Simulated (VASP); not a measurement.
Here is a VASP 6.6.1 calculation.

Contents of POSCAR:

```
LaB6
1.0
    4.2069865061      0.0000000000      0.0000000000
    0.0000000000      4.2069865061      0.0000000000
    0.0000000000      0.0000000000      4.2069865061
La B
1 6
Direct
    0.0000000000      0.0000000000      0.0000000000
    0.2006402156      0.5000000000      0.5000000000
    0.7993597844      0.5000000000      0.5000000000
    0.5000000000      0.5000000000      0.2006402156
    0.5000000000      0.5000000000      0.7993597844
    0.5000000000      0.2006402156      0.5000000000
    0.5000000000      0.7993597844      0.5000000000
```

INCAR.step1

```
SYSTEM = LaB6
PREC     = Accurate       ! precision mode
ENCUT    = 520            ! plane-wave cutoff, eV
ISMEAR   = 0              ! smearing method
SIGMA    = 0.05           ! smearing width, eV
LREAL    = .FALSE.        ! projectors in reciprocal space
LASPH    = .TRUE.         ! aspherical terms in the spheres
NELM     = 100            ! most SCF steps
NBANDS   = 24             ! bands
GGA      = PE             ! functional
ALGO     = Normal         ! electronic algorithm
EDIFF    = 1E-4           ! SCF threshold, eV
LWAVE    = .TRUE.         ! write WAVECAR
LCHARG   = .FALSE.        ! write CHGCAR
```

Contents of INCAR.step2:

```
SYSTEM = LaB6
PREC     = Accurate       ! precision mode
ENCUT    = 520            ! plane-wave cutoff, eV
EDIFF    = 1E-6           ! SCF threshold, eV
ISMEAR   = 0              ! smearing method
SIGMA    = 0.05           ! smearing width, eV
LREAL    = .FALSE.        ! projectors in reciprocal space
LASPH    = .TRUE.         ! aspherical terms in the spheres
NELM     = 100            ! most SCF steps
ALGO     = Normal         ! electronic algorithm
ISIF     = 2              ! what is computed and relaxed
LWAVE    = .FALSE.        ! write WAVECAR
LCHARG   = .TRUE.         ! write CHGCAR
METAGGA  = R2SCAN         ! meta-GGA
LMIXTAU  = .TRUE.       
LELF     = .TRUE.         ! ELF
LVHAR    = .TRUE.       
NBANDS   = 24             ! bands
ISTART   = 1
```

File KPOINTS:

```
regular mesh
0
G
  8 8 8
  0 0 0
```

Potentials or basis: VASP PAW PBE potentials, release 64 (La, B).

Command:

```console
$ cat potpaw_PBE.64/La/POTCAR potpaw_PBE.64/B/POTCAR > POTCAR
$ cp INCAR.step1 INCAR
$ mpirun -np 1 vasp_std > vasp.out
$ cp INCAR.step2 INCAR
$ mpirun -np 1 vasp_std > vasp.out
```

Predict the pressure.

-6.6 GPa.

What does it give for the largest force?

0.018 eV/Å.

Forces on the atoms (eV/Å):
```
La   0.000  0.000  0.000
B   -0.018  0.000  0.000
B    0.018  0.000  0.000
B    0.000  0.000 -0.018
B    0.000  0.000  0.018
B    0.000 -0.018  0.000
B    0.000  0.018  0.000
```

Caveat: the PAW data sets were made with another functional, which shifts forces and pressure a little.
